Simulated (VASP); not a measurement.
Input of a VASP 6.6.1 run:

File INCAR:

```
PREC = Accurate
ENCUT = 520
EDIFF = 1E-6
ISMEAR = 0
SIGMA = 0.01
LREAL = F
LASPH = T
NELM = 100
ALGO = Normal
ISIF = 2
LWAVE = F
LCHARG = F
GGA = PS
NBANDS = 16
```

Contents of KPOINTS:

```
Automatic mesh
0
Gamma
  18 18 18
```

The input POSCAR:

```
C
1.0
    1.2294384382      0.7098166132      7.6482839747
   -1.2294384382      0.7098166132      7.6482839747
    0.0000000000     -1.4196332265      7.6482839747
C
4
Direct
    0.9207534376      0.9207534376      0.9207534376
    0.2540776875      0.2540776875      0.2540776875
    0.7459223125      0.7459223125      0.7459223125
    0.0792465624      0.0792465624      0.0792465624
```

Potentials or basis: VASP PAW PBE potentials, release 64 (C).

Run with:

```sh
$ cat potpaw_PBE.64/C/POTCAR > POTCAR
$ mpirun -np 1 vasp_std > vasp.out
```

Problem. What does it give for the pressure?

Solution. 0.6 GPa.

Stress tensor (GPa, compression positive):
```
 0.92  0.00  0.00
 0.00  0.92  0.00
 0.00  0.00 -0.09
```

Caveat: this functional lacks dispersion, which binds layers or chains, so the pressure and a relaxed spacing across them are unreliable; the PAW data sets were made with another functional, which shifts forces and pressure a little.
